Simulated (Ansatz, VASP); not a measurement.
**One calculation of BaTiO3, two programs**

INCAR

```
SYSTEM = BaTiO3
PREC     = Accurate       ! precision mode
ENCUT    = 520            ! plane-wave cutoff, eV
EDIFF    = 1E-6           ! SCF threshold, eV
ISMEAR   = -1             ! smearing method
SIGMA    = 0.02           ! smearing width, eV
LREAL    = .FALSE.        ! projectors in reciprocal space
LASPH    = .TRUE.         ! aspherical terms in the spheres
NELM     = 60             ! most SCF steps
ALGO     = Normal         ! electronic algorithm
ISIF     = 2              ! what is computed and relaxed
LWAVE    = .FALSE.        ! write WAVECAR
LCHARG   = .TRUE.         ! write CHGCAR
GGA      = PE             ! functional
LELF     = .TRUE.         ! ELF
LVHAR    = .TRUE.       
NBANDS   = 28             ! bands
```

KPOINTS

```
Automatic mesh
0
G
  6 6 6
  0 0 0
```

File POSCAR:

```
BaTiO3
1.0
    2.8399983119      1.6396737899      2.2686398683
   -2.8399983119      1.6396737899      2.2686398683
    0.0000000000     -3.2793475798      2.2686398683
Ba Ti O
1 1 3
Direct
   -0.0010987916     -0.0010987916     -0.0010987916
    0.4881013615      0.4881013615      0.4881013615
    0.5081631521      0.5081631521      0.0158711260
    0.0158711260      0.5081631521      0.5081631521
    0.5081631521      0.0158711260      0.5081631521
```

Input for Ansatz:

```yaml
crystal:
  lattice:
    - [2.8399983119, 1.6396737899, 2.2686398683]
    - [-2.8399983119, 1.6396737899, 2.2686398683]
    - [0.0, -3.2793475798, 2.2686398683]
  atoms:
    - { symbol: Ba, position: [-0.0010987916, -0.0010987916, -0.0010987916] }
    - { symbol: Ti, position: [0.4881013615, 0.4881013615, 0.4881013615] }
    - { symbol: O, position: [0.5081631521, 0.5081631521, 0.015871126] }
    - { symbol: O, position: [0.015871126, 0.5081631521, 0.5081631521] }
    - { symbol: O, position: [0.5081631521, 0.015871126, 0.5081631521] }
kpoints:
  mp_grid: { grid: [6, 6, 6] }
  band_path:
    path:
      - [0.0, 0.0, 0.0]
      - [0.5, 0.5, 0.5]
      - [0.5035661193, 0.4964338807, 0.5]
      - [0.5, -0.4964338807, 0.4964338807]
      - [0.5, 0.0, 0.0]
      - [0.4982169404, -0.4982169404, 0.0]
      - [0.5017830596, 0.0, 0.4982169404]
      - [0.049821694, -0.049821694, 0.0]
    npoints: 1
hamiltonian:
  xc: pbe
scf:
  occupations: { method: fermi_dirac, width: 0.02 }
  n_extra_bands: 5
output:
  forces: true
  stress: true
  eigenvalues: true
```

Change from the starting cell: uniaxial_z strain -2.7%.

Alike in both runs: task single point; functional PBE; k mesh 6 × 6 × 6; occupations fermi-dirac, width 0.02 eV; no spin polarisation.

|  | VASP | Ansatz |
| --- | --- | --- |
| version | VASP 6.6.1 | Ansatz 0.2.0 |
| potentials or method | VASP PAW PBE potentials, release 64 (Ba_sv, Ti_sv, O) | plane waves, PAW |
| plane-wave cutoff (eV) | 520 | 420 |
| valence electrons in the cell | 40 | 40 |

Ansatz gave:

| Property | Result |
| --- | --- |
| gap on the k mesh at the Fermi level (eV) | 2.28 |
| pressure (GPa) | 6.4 |
| traceless stress, the component that is largest in VASP (GPa) | 3.84 |
| rms of the force components (eV/Å) | 0.033 |

Task: Estimate VASP's values.

Result: gap on the k mesh at the Fermi level (eV): 2.23; pressure (GPa): 8.2; traceless stress, the component that is largest in VASP (GPa): 3.93; rms of the force components (eV/Å): 0.051.

Atom by atom the forces differ by 0.024 eV/Å (rms over components). With one functional, cell and mesh, what is left measures potentials, basis and numerics.

Spin-orbit coupling is off throughout.
